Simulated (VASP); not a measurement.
Here is a VASP 6.6.1 calculation.

File POSCAR:

```
Hf
1.0
    4.6387390083      0.0000000000      0.0000000000
   -2.3193695042      4.0172658227      0.0000000000
    0.0000000000      0.0000000000      2.9018288612
Hf
3
Direct
    0.6666666667      0.3333333333      0.5000000000
    0.3333333333      0.6666666667      0.5000000000
    0.0000000000      0.0000000000      0.0000000000
```

INCAR.step1

```
SYSTEM = Hf
  PREC = Accurate
  ENCUT = 550
  ISMEAR = 0
  SIGMA = 0.1
  LREAL = .FALSE.
  LASPH = .TRUE.
  NELM = 120
  NBANDS = 22
  GGA = PE
  ALGO = Normal
  EDIFF = 1E-5
  LWAVE = .TRUE.
  LCHARG = .FALSE.
  GGA_COMPAT = .FALSE.
```

File INCAR.step2:

```
SYSTEM = Hf
  PREC = Accurate
  ENCUT = 550
  EDIFF = 1E-6
  ISMEAR = 0
  SIGMA = 0.1
  LREAL = .FALSE.
  LASPH = .TRUE.
  NELM = 120
  ALGO = Normal
  ISIF = 2
  LWAVE = .FALSE.
  LCHARG = .FALSE.
  METAGGA = R2SCAN
  LMIXTAU = .TRUE.
  LUSE_VDW = .TRUE.
  IVDW_NL = 2
  BPARAM = 11.95
  CPARAM = 0.0093
  NBANDS = 22
  ISTART = 1
  GGA_COMPAT = .FALSE.
```

The input KPOINTS:

```
regular mesh
0
G
  12 12 14
  0 0 0
```

Potentials or basis: VASP PAW PBE potentials, release 64 (Hf_pv).

Run with:

```sh
$ cat potpaw_PBE.64/Hf_pv/POTCAR > POTCAR
$ cp INCAR.step1 INCAR
$ mpirun -np 1 vasp_std > vasp.out
$ cp INCAR.step2 INCAR
$ mpirun -np 1 vasp_std > vasp.out
```

Predict the band gap on the k mesh.

zero (bands 15 and 16 overlap by 1.14 eV).

Estimate the pressure.

30.4 GPa.

Stress tensor (GPa, compression positive):
```
30.35  0.00  0.00
 0.00 30.35  0.00
 0.00  0.00 30.46
```

Caveat: the cell stands under pressure; the PAW data sets were made with another functional, which shifts forces and pressure a little; spin-orbit coupling is left out, which moves the levels of the heavy elements.
